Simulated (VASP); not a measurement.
Wanted: the native input for a VASP 6.6.1 run.

| Item | Value |
| --- | --- |
| Task | single point |
| Functional | PBE |
| Potentials or basis | VASP PAW PBE potentials, release 64 (Si, C) |
| Cutoff | 520 eV |
| k mesh | 6 × 6 × 2 |
| Occupations | gaussian, width 0.1 eV |
| Spin | collinear spin, ferromagnetic start |
| Starting moments | [0.0, 1.0, 1.0] μB |
| Dipole correction | no |
| Further INCAR settings | ALGO = Normal; EDIFF = 1e-06; NBANDS = 17 |

The structure of SiC2 lies in POSCAR:

```
SiC2
1.0
    2.4736544289      0.0000000000      0.0000000000
   -1.2368272145      2.1422475757      0.0000000000
    0.0000000000      0.0000000000      8.4536944631
Si C
1 2
Direct
    0.0000000000      0.0000000000      0.0000000000
    0.3333333333      0.6666666667      0.5000000000
    0.6666666667      0.3333333333      0.5000000000
```

The input as run:

INCAR

```
SYSTEM = SiC2
PREC     = Accurate       ! precision mode
ENCUT    = 520            ! plane-wave cutoff, eV
EDIFF    = 1E-6           ! SCF threshold, eV
ISMEAR   = 0              ! smearing method
SIGMA    = 0.1            ! smearing width, eV
LREAL    = .FALSE.        ! projectors in reciprocal space
LASPH    = .TRUE.         ! aspherical terms in the spheres
NELM     = 150            ! most SCF steps
ALGO     = Normal         ! electronic algorithm
ISIF     = 2              ! what is computed and relaxed
LWAVE    = .FALSE.        ! write WAVECAR
LCHARG   = .FALSE.        ! write CHGCAR
ISPIN    = 2              ! spin polarisation
MAGMOM   = 0 1 1          ! initial moments
LORBIT   = 11             ! projections on sites
GGA      = PE             ! functional
NBANDS   = 17             ! bands
```

KPOINTS

```
Automatic mesh
0
G
  6 6 2
  0 0 0
```

Potentials or basis: VASP PAW PBE potentials, release 64 (Si, C).

The run is started by

```console
$ cat potpaw_PBE.64/Si/POTCAR potpaw_PBE.64/C/POTCAR > POTCAR
$ mpirun -np 1 vasp_std > vasp.out
```

It gave:

```yaml
Pressure: 0.2 GPa
Net_moment: 0.00 μB per cell
Valence_electrons_inside_the_program's_atomic_spheres: Si 1.61; C 2.63
```

Caveat: the k points lie up to 0.49 Å⁻¹ apart.

Run time: 20 s on 1 thread of Intel(R) Xeon(R) Platinum 8559C (Emerald Rapids) (shared host), peak memory 0.15 GiB.
